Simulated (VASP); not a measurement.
Here is a VASP 6.6.1 calculation.

Contents of POSCAR:

```
BN
1.0
    0.0000000000      1.7837539340      1.8729416307
    1.7837539340      0.0000000000      1.8729416307
    1.7837539340      1.7837539340      0.0000000000
B N
1 1
Direct
    0.0000000000      0.0000000000      0.0000000000
    0.7500000000      0.7500000000      0.7500000000
```

File INCAR.step1:

```
SYSTEM = BN
ALGO     = Normal         ! electronic algorithm
EDIFF    = 1E-5           ! SCF threshold, eV
ENCUT    = 1460           ! plane-wave cutoff, eV
GGA      = PE             ! functional
GGA_COMPAT= .FALSE.      
ISMEAR   = 0              ! smearing method
LASPH    = .TRUE.         ! aspherical terms in the spheres
LCHARG   = .FALSE.        ! write CHGCAR
LREAL    = .FALSE.        ! projectors in reciprocal space
LWAVE    = .TRUE.         ! write WAVECAR
NBANDS   = 11             ! bands
NELM     = 120            ! most SCF steps
PREC     = Accurate       ! precision mode
SIGMA    = 0.05           ! smearing width, eV
```

INCAR.step2

```
SYSTEM = BN
ALGO     = Normal         ! electronic algorithm
EDIFF    = 1E-6           ! SCF threshold, eV
ENCUT    = 1460           ! plane-wave cutoff, eV
GGA_COMPAT= .FALSE.      
ISIF     = 2              ! what is computed and relaxed
ISMEAR   = 0              ! smearing method
ISTART   = 1            
LASPH    = .TRUE.         ! aspherical terms in the spheres
LCHARG   = .FALSE.        ! write CHGCAR
LMIXTAU  = .TRUE.       
LREAL    = .FALSE.        ! projectors in reciprocal space
LWAVE    = .FALSE.        ! write WAVECAR
METAGGA  = R2SCAN         ! meta-GGA
NBANDS   = 11             ! bands
NELM     = 120            ! most SCF steps
PREC     = Accurate       ! precision mode
SIGMA    = 0.05           ! smearing width, eV
```

File KPOINTS:

```
k-points
0
G
  12 12 12
  0 0 0
```

Potentials or basis: VASP PAW PBE potentials, release 64 (B_h, N_h).

The run is started by

```console
$ cat potpaw_PBE.64/B_h/POTCAR potpaw_PBE.64/N_h/POTCAR > POTCAR
$ cp INCAR.step1 INCAR
$ mpirun -np 1 vasp_std > vasp.out
$ cp INCAR.step2 INCAR
$ mpirun -np 1 vasp_std > vasp.out
```

Problem. What does it give for the band gap on the k mesh?

Solution. 4.53 eV (least direct gap 9.23 eV).

Problem. Estimate the pressure.

Solution. -5.6 GPa.

Stress tensor (GPa, compression positive):
```
  5.55   0.00   0.00
  0.00   5.55   0.00
  0.00   0.00 -27.89
```

Caveat: the stress differs along the axes, from -28 to 6 GPa; the PAW data sets were made with another functional, which shifts forces and pressure a little. A k mesh can miss the band edges.
